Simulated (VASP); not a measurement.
Set up this calculation in VASP 6.6.1, as the native input.

```
Task                   : single point
Functional             : LDA
Potentials or basis    : VASP PAW LDA potentials, release 64 (As)
Cutoff                 : 520 eV
k mesh                 : 10 × 10 × 10
Occupations            : fermi-dirac, width 0.05 eV
Spin                   : no spin polarisation
Dipole correction      : no
Further INCAR settings : ALGO = Normal; EDIFF = 1e-06; NBANDS = 8
```

The structure of As lies in POSCAR:

```
As
1.0
    2.7567085743      0.0000000000      0.0000000000
    0.0000000000      2.7567085743      0.0000000000
    0.0000000000      0.0000000000      2.7567085743
As
1
Direct
    0.5000000000      0.5000000000      0.5000000000
```

This cell differs from its parent crystal: volume scaled by 1.06.

One way to write it, as run:

INCAR

```
SYSTEM = As
  PREC = Accurate
  ENCUT = 520
  EDIFF = 1E-6
  ISMEAR = -1
  SIGMA = 0.05
  LREAL = .FALSE.
  LASPH = .TRUE.
  NELM = 80
  ALGO = Normal
  ISIF = 2
  LWAVE = .FALSE.
  LCHARG = .FALSE.
  NBANDS = 8
```

KPOINTS

```
Automatic mesh
0
G
  10 10 10
  0 0 0
```

Potentials or basis: VASP PAW LDA potentials, release 64 (As).

Command:

```sh
$ cat potpaw_LDA.64/As/POTCAR > POTCAR
$ mpirun -np 1 vasp_std > vasp.out
```

It gave:

```
Pressure : -7.1 GPa
```

Wall time 3.4 s on 1 thread of Intel(R) Xeon(R) Platinum 8488C (Sapphire Rapids), with other jobs on the host, peak memory 0.13 GiB.
